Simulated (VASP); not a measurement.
Here is a VASP 6.6.1 calculation.

File INCAR:

```
SYSTEM = Pt
PREC = Accurate ; ENCUT = 520
EDIFF = 1E-6 ; ISMEAR = -1
SIGMA = 0.05 ; LREAL = .FALSE.
LASPH = .TRUE. ; NELM = 80
ALGO = Normal ; ISIF = 2
LWAVE = .FALSE. ; LCHARG = .FALSE.
GGA = PE ; IVDW = 12
NBANDS = 17
```

File KPOINTS:

```
Automatic mesh
0
G
  14 14 14
  0 0 0
```

POSCAR

```
Pt
1.0
    0.0000000000      2.8877575196      2.8877575196
    2.8877575196      0.0000000000      2.8877575196
    2.8877575196      2.8877575196      0.0000000000
Pt
2
Direct
   -0.1250000000     -0.1250000000     -0.1250000000
    0.1250000000      0.1250000000      0.1250000000
```

Potentials or basis: VASP PAW PBE potentials, release 64 (Pt).

The run is started by

```bash
$ cat potpaw_PBE.64/Pt/POTCAR > POTCAR
$ mpirun -np 1 vasp_std > vasp.out
```

**Question.** Estimate the band gap on the k mesh.

**Answer.** Zero (band 10 reaches 5.22 eV, above the bottom of band 11 at 4.62 eV).

**Question.** Estimate the pressure.

**Answer.** -4.0 GPa.

**Question.** What does it give for the dispersion energy per atom?

**Answer.** -0.505 eV.

Caveat: three body term missing; spin-orbit coupling is left out, which moves the levels of the heavy elements; pairwise dispersion overbinds metals, which lowers pressure and volume.
